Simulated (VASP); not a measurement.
# Ag (P6_3/mmc) in VASP: a series of runs

Runs on Ag. Level: r2SCAN. Tasks: single point.

All numbers are computed with VASP 6.6.1; they aren't measurements. Logs are shortened: lines on timing, memory, paths and dates and some standing lists are left out, and cuts for length are marked.

## Step 1: The cell of the first run

It takes space group P6_3/mmc (No. 194, hexagonal). Conventional cell: a = 2.838 Å, b = 2.838 Å, c = 5.104 Å, α = 90.00°, β = 90.00°, γ = 120.00°. Ag (site symmetry -6m2) has 12 Ag at 2.84 to 3.03 Å within 3.7 Å.

This isn't the form of Ag at room conditions, which is fcc.

## Step 2: Single point, r2SCAN

The input, POSCAR:

```
Ag
1.0
    2.8383750075      0.0000000000      0.0000000000
   -1.4191875037      2.4581048619      0.0000000000
    0.0000000000      0.0000000000      5.1042347141
Ag
2
Direct
    0.3333333333      0.6666666667      0.2500000000
    0.6666666667      0.3333333333      0.7500000000
```

The input, INCAR.step1:

```
SYSTEM = Ag
PREC = Accurate
ENCUT = 520
ISMEAR = 0
SIGMA = 0.15
LREAL = .FALSE.
LASPH = .TRUE.
NELM = 60
NBANDS = 18
GGA = PE
ALGO = Normal
EDIFF = 1E-4
LWAVE = .TRUE.
LCHARG = .FALSE.
```

The input, INCAR.step2:

```
SYSTEM = Ag
PREC = Accurate
ENCUT = 520
EDIFF = 1E-7
ISMEAR = 0
SIGMA = 0.15
LREAL = .FALSE.
LASPH = .TRUE.
NELM = 60
ALGO = Normal
ISIF = 2
LWAVE = .FALSE.
LCHARG = .FALSE.
METAGGA = R2SCAN
LMIXTAU = .TRUE.
NBANDS = 18
ISTART = 1
```

The input, KPOINTS:

```
Automatic mesh
0
G
  21 21 12
  0 0 0
```

Potentials or basis: VASP PAW PBE potentials, release 64 (Ag).

On the command line:

```sh
$ cat potpaw_PBE.64/Ag/POTCAR > POTCAR
$ cp INCAR.step1 INCAR
$ mpirun -np 1 vasp_std > vasp.out
$ cp INCAR.step2 INCAR
$ mpirun -np 1 vasp_std > vasp.out
```

OUTCAR:

```text
SYSTEM = Ag
   PREC = Accurate
   ENCUT = 520
   EDIFF = 1E-7
   ISMEAR = 0
   LREAL = .FALSE.
   LASPH = .TRUE.
   NELM = 60
   ISIF = 2
   METAGGA = R2SCAN
   ISTART = 1

 ion  position               nearest neighbor table
   1  0.333  0.667  0.250-   2 3.03   2 3.03   2 3.03   2 3.03   2 3.03   2 3.03
   2  0.667  0.333  0.750-   1 3.03   1 3.03   1 3.03   1 3.03   1 3.03   1 3.03

  LATTYP: Found a hexagonal cell.
 ALAT       =     2.8383750075
 C/A-ratio  =     1.7982946935

  Lattice vectors:

 A1 = (   2.8383750075,   0.0000000000,   0.0000000000)
 A2 = (  -1.4191875037,   2.4581048619,   0.0000000000)
 A3 = (   0.0000000000,   0.0000000000,   5.1042347141)

Analysis of symmetry for initial positions (statically):
=====================================================================
 Subroutine PRICEL returns:
 Original cell was already a primitive cell.

 Routine SETGRP: Setting up the symmetry group for a
 hexagonal supercell.

 Subroutine GETGRP returns: Found 24 space group operations
 (whereof 12 operations were pure point group operations)
 out of a pool of 24 trial point group operations.

The static configuration has the point symmetry D_3d.
 The point group associated with its full space group is D_6h.

Analysis of symmetry for dynamics (positions and initial velocities):
=====================================================================
 Subroutine PRICEL returns:
 Original cell was already a primitive cell.

 Routine SETGRP: Setting up the symmetry group for a
 hexagonal supercell.

 Subroutine GETGRP returns: Found 24 space group operations
 (whereof 12 operations were pure point group operations)
 out of a pool of 24 trial point group operations.

The dynamic configuration has the point symmetry D_3d.
 The point group associated with its full space group is D_6h.

 Subroutine INISYM returns: Found 24 space group operations
 (whereof 12 operations are pure point group operations),
 and found     1 'primitive' translations

----------------------------------------------------------------------------------------

                                     Primitive cell

  volume of cell :      35.6124

  direct lattice vectors                    reciprocal lattice vectors
     2.838375007  0.000000000  0.000000000     0.352314263  0.203408735  0.000000000
    -1.419187504  2.458104862  0.000000000     0.000000000  0.406817470  0.000000000
     0.000000000  0.000000000  5.104234714     0.000000000  0.000000000  0.195915755

  length of vectors
     2.838375007  2.838375007  5.104234714     0.406817470  0.406817470  0.195915755

  position of ions in fractional coordinates (direct lattice)
     0.333333333  0.666666667  0.250000000
     0.666666667  0.333333333  0.750000000

  ion indices of the primitive-cell ions
   primitive index   ion index
                 1           1
                 2           2

----------------------------------------------------------------------------------------

 KPOINTS: Automatic mesh

Automatic generation of k-mesh.
 Grid dimensions read from file:
 generate k-points for:   21   21   12

 Generating k-lattice:

  Cartesian coordinates                     Fractional coordinates (reciprocal lattice)
     0.016776870  0.009686130  0.000000000     0.047619048  0.000000000  0.000000000
     0.000000000  0.019372260  0.000000000     0.000000000  0.047619048  0.000000000
     0.000000000  0.000000000  0.016326313     0.000000000  0.000000000  0.083333333

  Length of vectors
     0.019372260  0.019372260  0.016326313

  Shift w.r.t. Gamma in fractional coordinates (k-lattice)
     0.000000000  0.000000000  0.000000000

 Subroutine IBZKPT returns following result:
 ===========================================

 Found    336 irreducible k-points:

 Following reciprocal coordinates:
            Coordinates               Weight
  0.000000  0.000000  0.000000      1.000000
  0.047619 -0.000000  0.000000      6.000000
  0.095238 -0.000000  0.000000      6.000000
  0.142857 -0.000000  0.000000      6.000000
  0.190476 -0.000000  0.000000      6.000000
  0.238095 -0.000000  0.000000      6.000000
[... 16 lines left out ...]
  0.142857  0.095238  0.000000     12.000000
  0.190476  0.095238  0.000000     12.000000
 [... further k-points ...]
   k-points           NKPTS =    336   k-points in BZ     NKDIM =    336   number of bands    NBANDS=     18
   number of dos      NEDOS =    301   number of ions     NIONS =      2
   total plane-waves  NPLWV =  23040
   dimension x,y,z NGX =    24 NGY =   24 NGZ =   40
   dimension x,y,z NGXF=    48 NGYF=   48 NGZF=   80
   ions per type =               2
   NGX,Y,Z   is equivalent  to a cutoff of  14.06, 14.06, 13.03 a.u.
   NGXF,Y,Z  is equivalent  to a cutoff of  28.11, 28.11, 26.06 a.u.
 SYSTEM =  Ag
   PREC   = accura    normal or accurate (medium, high low for compatibility)
   ISTART =      1    job   : 0-new  1-cont  2-samecut
   ICHARG =      0    charge: 1-file 2-atom 10-const
   ISPIN  =      1    spin polarized calculation?
   LNONCOLLINEAR =      F non collinear calculations
   LSORBIT =      F    spin-orbit coupling
   LASPH  =      T    aspherical Exc in radial PAW
   ENCUT  =  520.0 eV  38.22 Ry    6.18 a.u.   5.28  5.28  9.49*2*pi/ulx,y,z
   NELM   =     60;   NELMIN=  2; NELMDL=  0     # of ELM steps
   EDIFF  = 0.1E-06   stopping-criterion for ELM
   LREAL  =      F    real-space projection
   EDIFFG = 0.1E-05   stopping-criterion for IOM
   NSW    =      0    number of steps for IOM
   IBRION =     -1    ionic relax: 0-MD 1-quasi-New 2-CG
   NFREE  =      0    steps in history (QN), initial steepest desc. (CG)
   ISIF   =      2    stress and relaxation
   ISYM   =      2    0-nonsym 1-usesym 2-fastsym
   POTIM  = 0.5000    time-step for ionic-motion
   TEBEG  =    0.0;   TEEND  =   0.0 temperature during run
   PSTRESS=    0.0 pullay stress
   NELECT =      22.0000    total number of electrons
   NUPDOWN=      -1.0000    fix difference up-down
   EMIN   =  10.00;   EMAX   =-10.00  energy-range for DOS
   EFERMI =   0.00;   METHOD = LEGACY
   ISMEAR =     0;   SIGMA  =   0.15  broadening in eV -4-tet -1-fermi 0-gaus
   EFERMI_NEDOS =   21; number of points for ismear=-14 and -15
   IALGO  =     38    algorithm
   IMIX   =      4    mixing-type and parameters
     AMIX     =   0.40;   BMIX     =  1.00
     AMIX_MAG =   1.60;   BMIX_MAG =  1.00
  volume/ion in A,a.u.               =      17.81       120.16
  Fermi-wavevector in a.u.,A,eV,Ry     =   1.394276  2.634800 26.449806  1.944006
  Thomas-Fermi vector in A             =   2.517841
   LORBIT       =      0    0 simple, 1 ext, 2 COOP (PROOUT), +10 PAW based schemes
   METAGGA = R2SCAN    functional components
   LHFCALC =     F    Hartree Fock is set to
   AEXX    =    0.0000 exact exchange contribution
   IVDW    =     0    specifies the selected vdW correction
   LEPSILON=     F    determine dielectric tensor
   LRPA    =     F    only Hartree local field effects (RPA)
 non-spin polarized calculation
 Gauss-broadening in eV      SIGMA  =   0.15
  energy-cutoff  :      520.00
  volume of cell :       35.61
 maximum number of plane-waves:       976
 NGX is ok and might be reduce to    24
   NGX = 11   NGY = 11   NGZ = 19

 number of electron      21.9999999 magnetization

 Free energy of the ion-electron system (eV)
  ---------------------------------------------------
  ext. energy  EPLUGINS =         0.00000000
  ---------------------------------------------------
  free energy    TOTEN  =       -42.65234989 eV

  energy without entropy =      -42.64754806  energy(sigma->0) =      -42.64994898

 E-fermi :   7.9364     XC(G=0): -12.6592

 val. band max:        7.9239349421   @ k =   0.1429  -0.0000   0.0833
 cond. band min:       7.9584768064   @ k =   0.1905   0.1905   0.3333
 fundamental gap:      0.0345418643
 Fermi energy:         7.9363960492

 k-point     1 :       0.0000    0.0000    0.0000
  band No.  band energies     occupation
      1       0.2078      2.00000
      2       1.2581      2.00000
      3       2.4842      2.00000
      4       2.8994      2.00000
      5       2.8994      2.00000
      6       3.0494      2.00000
[... 10 lines left out ...]
     17      27.9643      0.00000
     18      27.9643      0.00000

 k-point     2 :       0.0476   -0.0000    0.0000
  band No.  band energies     occupation
      1       0.2773      2.00000
      2       1.3032      2.00000
      3       2.4952      2.00000
      4       2.8866      2.00000
      5       2.9360      2.00000
      6       3.0313      2.00000
[... 10 lines left out ...]
     17      27.3452      0.00000
     18      27.6463      0.00000

 k-point     3 :       0.0952   -0.0000    0.0000
  band No.  band energies     occupation
      1       0.4808      2.00000
      2       1.4297      2.00000
      3       2.5155      2.00000
      4       2.8625      2.00000
      5       2.9908      2.00000
      6       3.0438      2.00000
[... 10 lines left out ...]
     17      26.2536      0.00000
     18      27.7255      0.00000

 k-point     4 :       0.1429   -0.0000    0.0000
  band No.  band energies     occupation
      1       0.7996      2.00000
      2       1.6058      2.00000
      3       2.5182      2.00000
      4       2.8300      2.00000
      5       3.0046      2.00000
      6       3.2169      2.00000
[... 375 lines left out ...]
      4       2.8712      2.00000
      5       2.8967      2.00000
      6       3.2683      2.00000
[... 10 lines left out ...]
     17      26.4980      0.00000
     18      27.0540      0.00000

 k-point    23 :       0.1429    0.0952    0.0000
  band No.  band energies     occupation
      1       1.3705      2.00000
      2       1.8839      2.00000
      3       2.4302      2.00000
      4       2.7977      2.00000
      5       2.9512      2.00000
      6       3.0187      2.00000
[... 10 lines left out ...]
     17      25.4377      0.00000
     18      26.4862      0.00000

 k-point    24 :       0.1905    0.0952    0.0000
  band No.  band energies     occupation
      1       1.7223      2.00000
      2       1.9384      2.00000
      3       2.5106      2.00000
      4       2.6426      2.00000
      5       2.7776      2.00000
      6       3.2129      2.00000
[... 10 lines left out ...]
     17      25.0374      0.00000
     18      25.5175      0.00000

 [... further k-points ...]

------------------------ aborting loop because EDIFF is reached ----------------------------------------

  FORCE on cell =-STRESS in cart. coord.  units (eV):
  Direction    XX          YY          ZZ          XY          YZ          ZX
  --------------------------------------------------------------------------------------
  -------------------------------------------------------------------------------------
  Total        0.2577428      0.2577428     -1.5386498      0.0000000      0.0000000      0.0000000
  in kB       11.5956816     11.5956816    -69.2228620      0.0000000      0.0000000      0.0000000
  external PRESSURE =     -15.3438329 kB  Pullay stress =       0.0000000 kB

 VOLUME and BASIS-vectors are now :
 -----------------------------------------------------------------------------
  energy-cutoff  :      520.00
  volume of cell :       35.61
      direct lattice vectors                 reciprocal lattice vectors
     2.838375007  0.000000000  0.000000000     0.352314263  0.203408735  0.000000000
    -1.419187504  2.458104862  0.000000000     0.000000000  0.406817470  0.000000000
     0.000000000  0.000000000  5.104234714     0.000000000  0.000000000  0.195915755

 POSITION                                       TOTAL-FORCE (eV/Angst)
 -----------------------------------------------------------------------------------
     -0.00000      1.63874      1.27606        -0.000000     -0.000000      0.000000
      1.41919      0.81937      3.82818         0.000000      0.000000      0.000000
 -----------------------------------------------------------------------------------
    total drift:                               -0.000000      0.000000     -0.000000

  FREE ENERGIE OF THE ION-ELECTRON SYSTEM (eV)
  ---------------------------------------------------
  free  energy   TOTEN  =       -42.6523498947 eV

  energy  without entropy=      -42.6475480573  energy(sigma->0) =      -42.64994898
```

Run time: 7.9 min. Hardware: 1 thread of Intel Xeon Platinum 8259CL at 2.50GHz (Skylake/Cascade Lake), shared host; peak memory 0.3 GiB.

Results:

```
Free energy            : -42.6523 eV
Pressure               : -1.5 GPa
Band gap on the k mesh : zero (bands 11 and 12 overlap by 8.28 eV)
```

Levels at points of the mesh, in eV from the Fermi level:
```csv
k point,band 7,band 8,band 9,band 10,band 11,band 12,band 13,band 14,band 15,band 16
"(0.00, 0.00, 0.00)",-4.89,-4.14,-4.14,-3.49,-3.49,-0.93,2.10,15.82,16.85,18.61
"(0.00, 0.00, 0.50)",-4.87,-4.87,-3.75,-3.75,-3.75,-3.75,9.10,9.10,17.19,17.19
```

Caveat: the stress differs along the axes, from -7 to 1 GPa; the PAW data sets were made with another functional, which shifts forces and pressure a little.

(Continued in part 2 of 2.)

The gap in the log of VASP goes by the Fermi energy; the results here count the filled bands.